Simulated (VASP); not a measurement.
## HfO2: electric field gradients with PBE

Crystal: HfO2.

```
Hf O
1.0
     5.10088    0.00000    0.00000
     0.00000    5.16836    0.00000
    -0.85579    0.00000    5.19643
Hf O
4 8
Direct
  0.27670 0.04188 0.20813
  0.72330 0.54188 0.29187
  0.72330 0.95812 0.79187
  0.27670 0.45812 0.70813
  0.44655 0.75838 0.48027
  0.55345 0.25838 0.01973
  0.55345 0.24162 0.51973
  0.44655 0.74162 0.98027
  0.07264 0.33925 0.33895
  0.92736 0.83925 0.16105
  0.92736 0.66075 0.66105
  0.07264 0.16075 0.83895
```

This cell differs from its parent crystal: volume scaled by 0.99.

* Program: VASP 6.6.1
* Task: electric field gradients
* Functional: PBE
* Potentials or basis: VASP PAW PBE potentials, release 64 (Hf_pv, O)
* Cutoff: 520 eV
* k mesh: 4 × 4 × 4
* Occupations: fermi-dirac, width 0.02 eV
* Spin: no spin polarisation
* Dipole correction: no
* Further INCAR settings: ALGO = Normal; EDIFF = 1e-08; NBANDS = 56

The pressure is 4.3 GPa, the largest force is 0.032 eV/Å and the band gap on the k mesh is 4.05 eV, indirect (least direct gap 4.14 eV).

Forces in eV/Å, atoms in the order of the input:
```
Hf   0.009 -0.002 -0.030
Hf  -0.009 -0.002  0.030
Hf  -0.009  0.002  0.030
Hf   0.009  0.002 -0.030
O    0.007 -0.005  0.007
O   -0.007 -0.005 -0.007
O   -0.007  0.005 -0.007
O    0.007  0.005  0.007
O    0.001 -0.002  0.014
O   -0.001 -0.002 -0.014
O   -0.001  0.002 -0.014
O    0.001  0.002  0.014
```

Stress tensor (GPa, compression positive):
```
 3.89  0.00 -0.21
 0.00  4.88  0.00
-0.21  0.00  4.02
```

Levels at points of the mesh, in eV from the valence-band top:
```csv
k point,band 42,band 43,band 44,band 45,band 46,band 47
"(0.00, 0.00, 0.00)",-0.50,-0.22,0.00,4.49,5.14,5.24
"(0.50, 0.00, 0.00)",-0.64,-0.42,-0.09,4.05,5.14,5.28
"(0.00, 0.50, 0.00)",-0.85,-0.48,-0.48,5.02,5.02,5.59
"(0.50, 0.50, 0.00)",-0.96,-0.64,-0.64,4.78,4.78,5.27
"(0.00, 0.00, 0.50)",-0.88,-0.48,-0.48,4.75,4.75,5.25
"(0.50, 0.00, 0.50)",-1.00,-0.46,-0.46,4.39,4.39,5.50
"(0.00, 0.50, 0.50)",-0.93,-0.66,-0.66,4.95,4.95,5.17
"(0.50, 0.50, 0.50)",-1.11,-0.75,-0.75,4.63,4.63,5.30
```

Electric field gradients, principal values (V/Å²):
```csv
atom,least,middle,greatest (by size)
1 Hf,-44.271,-63.014,107.285
2 Hf,-44.271,-63.014,107.285
3 Hf,-44.271,-63.014,107.285
4 Hf,-44.271,-63.014,107.285
5 O,-0.587,-10.375,10.961
6 O,-0.587,-10.375,10.961
7 O,-0.587,-10.375,10.961
8 O,-0.587,-10.375,10.961
9 O,0.470,9.853,-10.323
10 O,0.470,9.853,-10.323
11 O,0.470,9.853,-10.323
12 O,0.470,9.853,-10.323
```

Run time: 2.5 min on 1 thread of Intel(R) Xeon(R) 6975P-C (Granite Rapids), on a shared host, peak memory 0.33 GiB.

Caveat: without QUAD_EFG the Cq values of the log hold for a quadrupole moment of 1 mb, not for the nuclei; spin-orbit coupling is left out, which moves the levels of the heavy elements. A k mesh can miss the band edges.
